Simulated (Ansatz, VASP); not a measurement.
# Two plane-wave programs on PbSe

The input POSCAR:

```
PbSe
1.0
    5.0685198685      0.0000000001      0.0000000000
   -2.5342599343      4.3894669657      0.0000000000
    0.0000000000      0.0000000000      6.0879075710
Pb Se
2 2
Direct
    0.3333333333      0.6666666667     -0.0648967816
    0.6666666667      0.3333333333      0.4351032184
    0.3333333333      0.6666666667      0.4398967816
    0.6666666667      0.3333333333      0.9398967816
```

Contents of INCAR.step1:

```
SYSTEM = PbSe
PREC = Accurate
ENCUT = 520
ISMEAR = 0
SIGMA = 0.01
LREAL = .FALSE.
LASPH = .TRUE.
NELM = 60
NBANDS = 28
GGA = PE
ALGO = Normal
EDIFF = 1E-4
LWAVE = .TRUE.
LCHARG = .FALSE.
```

INCAR.step2

```
SYSTEM = PbSe
PREC = Accurate
ENCUT = 520
EDIFF = 1E-7
ISMEAR = 0
SIGMA = 0.01
LREAL = .FALSE.
LASPH = .TRUE.
NELM = 60
ALGO = Normal
ISIF = 2
LWAVE = .FALSE.
LCHARG = .FALSE.
METAGGA = R2SCAN
LMIXTAU = .TRUE.
NBANDS = 28
ISTART = 1
```

The input KPOINTS:

```
Automatic mesh
0
G
  6 6 4
  0 0 0
```

Input for Ansatz:

```yaml
crystal:
  lattice:
    - [5.0685198685, 1.0e-10, 0.0]
    - [-2.5342599343, 4.3894669657, 0.0]
    - [0.0, 0.0, 6.087907571]
  atoms:
    - { symbol: Pb, position: [0.3333333333, 0.6666666667, -0.0648967816] }
    - { symbol: Pb, position: [0.6666666667, 0.3333333333, 0.4351032184] }
    - { symbol: Se, position: [0.3333333333, 0.6666666667, 0.4398967816] }
    - { symbol: Se, position: [0.6666666667, 0.3333333333, 0.9398967816] }
kpoints:
  mp_grid: { grid: [6, 6, 4] }
hamiltonian:
  xc: r2scan
scf:
  occupations: { method: fixed }
  n_extra_bands: 5
output:
  forces: true
  stress: true
  eigenvalues: true
```

Alike in both runs: task single point; functional r2SCAN; k mesh 6 × 6 × 4; no spin polarisation.

|  | VASP | Ansatz |
| --- | --- | --- |
| version | VASP 6.6.1 | Ansatz 0.2.0 |
| potentials or method | VASP PAW PBE potentials, release 64 (Pb_d, Se) | plane waves, PAW |
| plane-wave cutoff (eV) | 520 | 500 |
| occupations | gaussian, width 0.01 eV | fixed |
| valence electrons in the cell | 40 | 60 |

```tsv
	VASP	Ansatz	Ansatz less VASP
gap on the k mesh at the Fermi level (eV)	1.38	1.38	-0.002
pressure (GPa)	2.8	2.8	-0.02
traceless stress, the component that is largest in VASP (GPa)	0.14	0.15	+0.008
rms of the force components (eV/Å)	0.012	0.011	-0.0008
```

VASP's potentials were made for PBE, not for r2SCAN. Atom by atom the forces differ by 0.001 eV/Å (rms over components). VASP's potentials hold 40 valence electrons a cell and Ansatz's 60, so a difference there can come from the potentials and not from the codes.

Neither program's run includes spin-orbit coupling.
